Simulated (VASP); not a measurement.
The system is HfO2.

```xyz
3
Lattice="0.0000 2.5292 2.5292 2.5292 0.0000 2.5292 2.5292 2.5292 0.0000" Properties=species:S:1:pos:R:3 pbc="T T T"
Hf    0.0000    0.0000    0.0000
O     1.2646    1.2646    1.2646
O     3.7938    3.7938    3.7938
```

Base run:

| Item | Value |
| --- | --- |
| Program | VASP 6.6.1 |
| Functional | r2SCAN |
| Potentials or basis | VASP PAW PBE potentials, release 64 (Hf_pv, O) |
| Cutoff | 520 eV |
| k mesh | 6 × 6 × 6 |
| Occupations | gaussian, width 0.01 eV |
| Spin | no spin polarisation |

Its results: band gap on the k mesh 4.31 eV, direct; pressure -4.0 GPa.

Question: The run is repeated on the same cell with these changes: functional from r2SCAN to PBE; k mesh from 6 × 6 × 6 to 8 × 8 × 8. What comes out?

Answer: Band gap on the k mesh 3.82 eV, direct; pressure 2.1 GPa.

Several settings changed at once, so the effect can't be laid on one alone.

Caveats: spin-orbit coupling is left out, which moves the levels of the heavy elements; the PAW data sets were made with another functional, which shifts forces and pressure a little (some runs).

A k mesh can miss the band edges.
